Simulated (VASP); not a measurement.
Here is a VASP 6.6.1 calculation.

The input INCAR:

```
SYSTEM = HgF3
ALGO = Normal
EDIFF = 1E-6
ENCUT = 520
GGA = PE
ISIF = 2
ISMEAR = -1
LASPH = .TRUE.
LCHARG = .TRUE.
LELF = .TRUE.
LREAL = .FALSE.
LVHAR = .TRUE.
LWAVE = .FALSE.
NBANDS = 24
NELM = 80
PREC = Accurate
SIGMA = 0.05
```

The input KPOINTS:

```
k-points
0
G
  8 8 8
  0 0 0
```

Contents of POSCAR:

```
HgF3
1.0
    0.0000000000      2.8244747564      2.8244747564
    2.8244747564      0.0000000000      2.8244747564
    2.8244747564      2.8244747564      0.0000000000
Hg F
1 3
Direct
    0.0000000000      0.0000000000      0.0000000000
    0.5000000000      0.5000000000      0.5000000000
    0.7500000000      0.7500000000      0.7500000000
    0.2500000000      0.2500000000      0.2500000000
```

Potentials or basis: VASP PAW PBE potentials, release 64 (Hg, F).

Launch:

```bash
$ cat potpaw_PBE.64/Hg/POTCAR potpaw_PBE.64/F/POTCAR > POTCAR
$ mpirun -np 1 vasp_std > vasp.out
```

**Question.** What does it give for the pressure?

**Answer.** 5.9 GPa.

Caveat: an odd number of electrons without spin polarisation forces a metal; a magnetic or distorted state may lie lower.
